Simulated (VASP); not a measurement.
Rb, 2 atoms in the cell. The structure is cubic, space group Fd-3m (No. 227). Conventional cell: a = 8.999 Å, b = 8.999 Å, c = 8.999 Å, α = 90.00°, β = 90.00°, γ = 90.00°. Within 5.1 Å of Rb (site symmetry -43m) lie 4 Rb at 3.90 Å. This isn't the form of Rb at room conditions, which is bcc.

| Property | Result |
| --- | --- |
| Program | VASP 6.6.1 |
| Task | single point |
| Functional | PBEsol |
| Potentials or basis | VASP PAW PBE potentials, release 64 (Rb_sv) |
| Cutoff | 520 eV |
| k mesh | 8 × 8 × 8 |
| Occupations | fermi-dirac, width 0.05 eV |
| Spin | no spin polarisation |
| Dipole correction | no |
| Further INCAR settings | ALGO = Normal; EDIFF = 1e-06; NBANDS = 16 |

Potentials or basis: VASP PAW PBE potentials, release 64 (Rb_sv).

Launch:

```console
$ cat potpaw_PBE.64/Rb_sv/POTCAR > POTCAR
$ mpirun -np 1 vasp_std > vasp.out
```

Hardware: 1 thread of AMD EPYC 9R14 (Zen 4), with other jobs on the host.

**Question.** Estimate the wall time of this run.

**Answer.** Run time: 87 s on 1 thread of AMD EPYC 9R14 (Zen 4) (shared host), peak memory 0.29 GiB. Counts: scf iterations 11, k points 29.
